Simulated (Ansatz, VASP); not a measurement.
## One calculation of LaRe, two programs

The input INCAR:

```
SYSTEM = LaRe
PREC = Accurate
ENCUT = 520
EDIFF = 1E-7
ISMEAR = 0
SIGMA = 0.05
LREAL = .False.
LASPH = .True.
NELM = 100
ALGO = Normal
ISIF = 2
LWAVE = .False.
LCHARG = .True.
GGA = PS
LELF = .True.
LVHAR = .True.
NBANDS = 16
```

Contents of KPOINTS:

```
Automatic mesh
0
Gamma
  8 8 8
  0 0 0
```

Contents of POSCAR:

```
LaRe
1.0
    3.4738620551      0.0000000000      0.0000000000
    0.0000000000      3.4738620551      0.0000000000
    0.0000000000      0.0000000000      3.4738620551
La Re
1 1
Direct
    0.0000000000      0.0000000000      0.0000000000
    0.5000000000      0.5000000000      0.5000000000
```

Input for Ansatz:

```yaml
crystal:
  lattice:
    - [3.4738620551, 0.0, 0.0]
    - [0.0, 3.4738620551, 0.0]
    - [0.0, 0.0, 3.4738620551]
  atoms:
    - { symbol: La, position: [0.0, 0.0, 0.0] }
    - { symbol: Re, position: [0.5, 0.5, 0.5] }
basis:
  ecutwfc: 420
  ecutrho_ratio: 4
kpoints:
  mp_grid: { grid: [8, 8, 8] }
hamiltonian:
  xc: pbesol
scf:
  occupations: { method: gaussian, width: 0.05 }
output:
  forces: true
  stress: true
  eigenvalues: true
```

Alike in both runs: task single point; functional PBEsol; k mesh 8 × 8 × 8; occupations gaussian, width 0.05 eV; no spin polarisation.

```csv
,VASP,Ansatz
version,VASP 6.6.1,Ansatz 0.2.0
potentials or method,"VASP PAW PBE potentials, release 64 (La, Re), cutoff 520 eV","scalar-relativistic, plane waves, PAW"
valence electrons in the cell,18,26
```

```csv
,VASP,Ansatz,Ansatz less VASP
gap on the k mesh at the Fermi level (eV),none,none,-
pressure (GPa),4.5,4.5,-0.08
```

VASP's potentials were made for PBE, not for PBEsol. A gap of «none» marks a metal or a gap that the smearing closes. The functional is the same, so the differences come from potentials, cutoffs and numerics. VASP's potentials hold 18 valence electrons a cell and Ansatz's 26, so a difference there can come from the potentials and not from the codes.

Neither program's run includes spin-orbit coupling.
